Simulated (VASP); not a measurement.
# C2H2 in VASP: further runs

Runs on C2H2. Level: PBE+D3(BJ). Tasks: single point, relaxation of the atoms.

All numbers are computed with VASP 6.6.1; they aren't measurements. Logs are shortened: lines on timing, memory, paths and dates and some standing lists are left out, and cuts for length are marked.

**1. The cell of the first run**

The cell holds a molecule in a box, 4 atoms: a = 14.097 Å, b = 14.500 Å, c = 15.000 Å, α = 90.00°, β = 90.00°, γ = 90.00°.

**2. Single point, PBE+D3(BJ)**

Contents of INCAR:

```
SYSTEM = HC
ALGO = Normal
EDIFF = 1E-6
ENCUT = 520
GGA = PE
ISIF = 2
ISMEAR = 0
ISYM = 0
IVDW = 12
LASPH = .TRUE.
LCHARG = .FALSE.
LREAL = .FALSE.
LWAVE = .FALSE.
NBANDS = 13
NELM = 100
PREC = Accurate
SIGMA = 0.005
```

Contents of KPOINTS:

```
k-points
0
G
  1 1 1
  0 0 0
```

Contents of POSCAR:

```
HC
1.0
   14.0968509468      0.0000000000      0.0000000000
    0.0000000000     14.5000000000      0.0000000000
    0.0000000000      0.0000000000     15.0000000000
C H
2 2
Direct
    0.4595892397      0.5051453368      0.4871319428
    0.5400784668      0.4946987208      0.5125036739
    0.3881716387      0.5144237991      0.4646165179
    0.6114909553      0.4854236931      0.5350221333
```

Potentials or basis: VASP PAW PBE potentials, release 64 (C, H).

Command:

```
$ cat potpaw_PBE.64/C/POTCAR potpaw_PBE.64/H/POTCAR > POTCAR
$ mpirun -np 1 vasp_gam > vasp.out
```

OUTCAR:

```text
SYSTEM = HC
   EDIFF = 1E-6
   ENCUT = 520
   GGA = PE
   ISIF = 2
   ISMEAR = 0
   ISYM = 0
   IVDW = 12
   LASPH = .TRUE.
   LREAL = .FALSE.
   NELM = 100
   PREC = Accurate
 IVDW          = 12

 ion  position               nearest neighbor table
   1  0.460  0.505  0.487-   3 1.07   2 1.21
   2  0.540  0.495  0.513-   4 1.07   1 1.21
   3  0.388  0.514  0.465-   1 1.07
   4  0.611  0.485  0.535-   2 1.07

IMPORTANT INFORMATION: All symmetrisations will be switched off!
NOSYMM: (Re-)initialisation of all symmetry stuff for point group C_1.

----------------------------------------------------------------------------------------

                                     Primitive cell

  volume of cell :    3066.0651

  direct lattice vectors                    reciprocal lattice vectors
    14.096850947  0.000000000  0.000000000     0.070937829  0.000000000  0.000000000
     0.000000000 14.500000000  0.000000000     0.000000000  0.068965517  0.000000000
     0.000000000  0.000000000 15.000000000     0.000000000  0.000000000  0.066666667

  length of vectors
    14.096850947 14.500000000 15.000000000     0.070937829  0.068965517  0.066666667

  position of ions in fractional coordinates (direct lattice)
     0.459589240  0.505145337  0.487131943
     0.540078467  0.494698721  0.512503674
     0.388171639  0.514423799  0.464616518
     0.611490955  0.485423693  0.535022133

  ion indices of the primitive-cell ions
   primitive index   ion index
                 1           1
                 2           2
                 3           3
                 4           4

----------------------------------------------------------------------------------------

 KPOINTS: k-points

Automatic generation of k-mesh.
 Grid dimensions read from file:
 generate k-points for:    1    1    1

 Generating k-lattice:

  Cartesian coordinates                     Fractional coordinates (reciprocal lattice)
     0.070937829  0.000000000  0.000000000     1.000000000  0.000000000  0.000000000
     0.000000000  0.068965517  0.000000000     0.000000000  1.000000000  0.000000000
     0.000000000  0.000000000  0.066666667     0.000000000  0.000000000  1.000000000

  Length of vectors
     0.070937829  0.068965517  0.066666667

  Shift w.r.t. Gamma in fractional coordinates (k-lattice)
     0.000000000  0.000000000  0.000000000

 Subroutine IBZKPT returns following result:
 ===========================================

 Found      1 irreducible k-points:

 Following reciprocal coordinates:
            Coordinates               Weight
  0.000000  0.000000  0.000000      1.000000
   k-points           NKPTS =      1   k-points in BZ     NKDIM =      1   number of bands    NBANDS=     13
   number of dos      NEDOS =    301   number of ions     NIONS =      4
   total plane-waves  NPLWV = ******
   dimension x,y,z NGX =   108 NGY =  108 NGZ =  112
   dimension x,y,z NGXF=   216 NGYF=  216 NGZF=  224
   ions per type =               2   2
   NGX,Y,Z   is equivalent  to a cutoff of  12.74, 12.38, 12.41 a.u.
   NGXF,Y,Z  is equivalent  to a cutoff of  25.47, 24.76, 24.83 a.u.
 SYSTEM =  HC
   PREC   = accura    normal or accurate (medium, high low for compatibility)
   ISTART =      0    job   : 0-new  1-cont  2-samecut
   ICHARG =      2    charge: 1-file 2-atom 10-const
   ISPIN  =      1    spin polarized calculation?
   LNONCOLLINEAR =      F non collinear calculations
   LSORBIT =      F    spin-orbit coupling
   LASPH  =      T    aspherical Exc in radial PAW
   ENCUT  =  520.0 eV  38.22 Ry    6.18 a.u.  26.21 26.96 27.89*2*pi/ulx,y,z
   NELM   =    100;   NELMIN=  2; NELMDL= -5     # of ELM steps
   EDIFF  = 0.1E-05   stopping-criterion for ELM
   LREAL  =      F    real-space projection
   EDIFFG = 0.1E-04   stopping-criterion for IOM
   NSW    =      0    number of steps for IOM
   IBRION =     -1    ionic relax: 0-MD 1-quasi-New 2-CG
   NFREE  =      0    steps in history (QN), initial steepest desc. (CG)
   ISIF   =      2    stress and relaxation
   ISYM   =      0    0-nonsym 1-usesym 2-fastsym
   POTIM  = 0.5000    time-step for ionic-motion
   TEBEG  =    0.0;   TEEND  =   0.0 temperature during run
   PSTRESS=    0.0 pullay stress
   NELECT =      10.0000    total number of electrons
   NUPDOWN=      -1.0000    fix difference up-down
   EMIN   =  10.00;   EMAX   =-10.00  energy-range for DOS
   EFERMI =   0.00;   METHOD = LEGACY
   ISMEAR =     0;   SIGMA  =   0.01  broadening in eV -4-tet -1-fermi 0-gaus
   EFERMI_NEDOS =   21; number of points for ismear=-14 and -15
   IALGO  =     38    algorithm
   IMIX   =      4    mixing-type and parameters
     AMIX     =   0.40;   BMIX     =  1.00
     AMIX_MAG =   1.60;   BMIX_MAG =  1.00
  volume/ion in A,a.u.               =     766.52      5172.71
  Fermi-wavevector in a.u.,A,eV,Ry     =   0.242781  0.458789  0.801962  0.058943
  Thomas-Fermi vector in A             =   1.050657
   LORBIT       =      0    0 simple, 1 ext, 2 COOP (PROOUT), +10 PAW based schemes
   GGA     = PE    functional components
   LHFCALC =     F    Hartree Fock is set to
   AEXX    =    0.0000 exact exchange contribution
   IVDW    =    12    specifies the selected vdW correction
   LEPSILON=     F    determine dielectric tensor
   LRPA    =     F    only Hartree local field effects (RPA)
 non-spin polarized calculation
 Gauss-broadening in eV      SIGMA  =   0.01
  energy-cutoff  :      520.00
  volume of cell :     3066.07
 maximum number of plane-waves:     41280
 NGX is ok and might be reduce to   108
   NGX = 53   NGY = 53   NGZ = 55

 number of electron      10.0000000 magnetization

 number of electron       9.9999999 magnetization

 Free energy of the ion-electron system (eV)
  ---------------------------------------------------
  ext. energy  EPLUGINS =         0.00000000
  ---------------------------------------------------
  free energy    TOTEN  =       -22.95453430 eV

  energy without entropy =      -22.95453430  energy(sigma->0) =      -22.95453430

 E-fermi :  -7.0870     XC(G=0):  -0.2886

 val. band max:       -7.1288578082   @ k =   0.0000   0.0000   0.0000
 cond. band min:      -0.3831971562   @ k =   0.0000   0.0000   0.0000
 fundamental gap:      6.7456606520
 Fermi energy:        -7.0869929337

 k-point     1 :       0.0000    0.0000    0.0000
  band No.  band energies     occupation
      1     -18.5484      2.00000
      2     -13.9638      2.00000
      3     -12.0993      2.00000
      4      -7.1290      2.00000
      5      -7.1289      2.00000
      6      -0.3832      0.00000
      7      -0.3810      0.00000
      8      -0.2419      0.00000
      9       0.1712      0.00000
     10       0.4058      0.00000
     11       0.5258      0.00000
     12       0.5502      0.00000
     13       0.6446      0.00000

------------------------ aborting loop because EDIFF is reached ----------------------------------------

 Edisp (eV)   -0.03575

 E8    (eV) :    -0.0105

  FORCE on cell =-STRESS in cart. coord.  units (eV):
  Direction    XX          YY          ZZ          XY          YZ          ZX
  --------------------------------------------------------------------------------------
  -------------------------------------------------------------------------------------
  Total       0.01808    -0.03875    -0.03289    -0.00779    -0.00272     0.01962
  in kB       0.00945    -0.02025    -0.01719    -0.00407    -0.00142     0.01025
  external pressure =       -0.01 kB  Pullay stress =        0.00 kB

 VOLUME and BASIS-vectors are now :
 -----------------------------------------------------------------------------
  energy-cutoff  :      520.00
  volume of cell :     3066.07
      direct lattice vectors                 reciprocal lattice vectors
    14.096850947  0.000000000  0.000000000     0.070937829  0.000000000  0.000000000
     0.000000000 14.500000000  0.000000000     0.000000000  0.068965517  0.000000000
     0.000000000  0.000000000 15.000000000     0.000000000  0.000000000  0.066666667

 POSITION                                       TOTAL-FORCE (eV/Angst)
 -----------------------------------------------------------------------------------
      6.47876      7.32461      7.30698        -0.104525      0.014244     -0.035235
      7.61341      7.17313      7.68756         0.102382     -0.013870      0.034656
      5.47200      7.45915      6.96925         0.017940     -0.002275      0.005731
      8.62010      7.03864      8.02533        -0.015797      0.001902     -0.005152
 -----------------------------------------------------------------------------------
    total drift:                                0.000051      0.000000     -0.000027

  FREE ENERGIE OF THE ION-ELECTRON SYSTEM (eV)
  ---------------------------------------------------
  free  energy   TOTEN  =       -22.9902848215 eV

  energy  without entropy=      -22.9902848215  energy(sigma->0) =      -22.99028482
```

Wall time 3 min (1 thread of Intel Xeon Platinum 8488C (Sapphire Rapids), shared host); peak memory 1.8 GiB.

What came out:

```
Free energy                     : -22.9903 eV
Largest force                   : 0.111 eV/Å
Gap between the frontier levels : 6.75 eV
Dispersion energy per atom      : -0.009 eV
```

Forces in eV/Å, atoms in the order of the input:
```
C   -0.105  0.014 -0.035
C    0.102 -0.014  0.035
H    0.018 -0.002  0.006
H   -0.016  0.002 -0.005
```

Levels at points of the mesh, in eV from the valence-band top:
```tsv
k point	band 2	band 3	band 4	band 5	band 6	band 7	band 8	band 9
(0.00, 0.00, 0.00)	-6.83	-4.97	0.00	0.00	6.75	6.75	6.89	7.30
```

**3. Relaxation of the atoms, PBE+D3(BJ)**

Contents of INCAR:

```
PREC     = Accurate       # precision mode
ENCUT    = 520            # plane-wave cutoff, eV
EDIFF    = 1E-6           # SCF threshold, eV
ISMEAR   = 0              # smearing method
SIGMA    = 0.005          # smearing width, eV
LREAL    = False          # projectors in reciprocal space
LASPH    = True           # aspherical terms in the spheres
NELM     = 60             # most SCF steps
ALGO     = Normal         # electronic algorithm
ISIF     = 2              # what is computed and relaxed
LWAVE    = False          # write WAVECAR
LCHARG   = False          # write CHGCAR
GGA      = PE             # functional
IVDW     = 12             # dispersion correction
IBRION   = 2              # ionic algorithm
NSW      = 100            # ionic steps
EDIFFG   = -0.01          # ionic threshold
ISYM     = 0
```

Contents of KPOINTS:

```
Automatic mesh
0
Gamma
  1 1 1
```

Contents of POSCAR:

```
HC
1.0
   14.0968509468      0.0000000000      0.0000000000
    0.0000000000     14.5000000000      0.0000000000
    0.0000000000      0.0000000000     15.0000000000
C H
2 2
Direct
    0.4605117581      0.5048058284      0.4873667841
    0.5388185424      0.4948857214      0.5119074837
    0.3901580588      0.5143078564      0.4653449759
    0.6098419412      0.4856921436      0.5346550241
```

Potentials or basis: VASP PAW PBE potentials, release 64 (C, H).

Command:

```
$ cat potpaw_PBE.64/C/POTCAR potpaw_PBE.64/H/POTCAR > POTCAR
$ mpirun -np 1 vasp_gam > vasp.out
```

Run time: 19 min. Hardware: 1 thread of Intel Xeon Platinum 8488C (Sapphire Rapids), shared host; peak memory 1.8 GiB.

It converged, with:

```yaml
Free_energy: -22.9903 eV
Energy_gained_by_relaxing: 17.6 meV/atom
Ionic_steps: 19
Largest_force_after_relaxing: 0.007 eV/Å
Gap_between_the_frontier_levels: 6.74 eV
Dispersion_energy_per_atom: -0.009 eV
```

Forces in eV/Å, atoms in the order of the input:
```
C    0.001 -0.001  0.004
C   -0.005  0.005 -0.001
H    0.007 -0.001 -0.001
H   -0.003 -0.002 -0.002
```

The path:
```tsv
step	energy change (eV)	largest force (eV/Å)	pressure (GPa)
1	0.0000	3.8015	0.09
2	4.3252	26.3481	-0.04
3	-0.0473	1.1189	0.04
4	-0.0481	1.0602	0.05
5	-0.0628	0.7215	-0.02
6	-0.0691	0.3042	0.00
7	-0.0672	0.4380	-0.01
8	-0.0706	0.0152	0.00
9	-0.0706	0.0173	0.00
10	-0.0706	0.0376	0.00
11	-0.0706	0.0447	0.00
12	-0.0706	0.0419	0.00
13	-0.0706	0.0352	0.00
14	-0.0706	0.0215	0.00
15	-0.0706	0.0101	0.00
16	-0.0706	0.0118	0.00
17	-0.0706	0.0150	0.00
18	-0.0706	0.0134	0.00
19	-0.0706	0.0068	0.00
```

Final structure:
```yaml
crystal:
  lattice:
    - [14.09685, 0.00000, 0.00000]
    - [0.00000, 14.50000, 0.00000]
    - [0.00000, 0.00000, 15.00000]
  atoms:
    - { symbol: C, position: [0.45957, 0.50514, 0.48707] }
    - { symbol: C, position: [0.54011, 0.49464, 0.51249] }
    - { symbol: H, position: [0.38815, 0.51445, 0.46465] }
    - { symbol: H, position: [0.61149, 0.48546, 0.53506] }
```

Levels at points of the mesh, in eV from the valence-band top:
```tsv
k point	band 1	band 2	band 3	band 4	band 5	band 6	band 7	band 8	band 9
(0.00, 0.00, 0.00)	-11.42	-6.84	-4.98	0.00	0.00	6.74	6.74	6.88	7.30
```
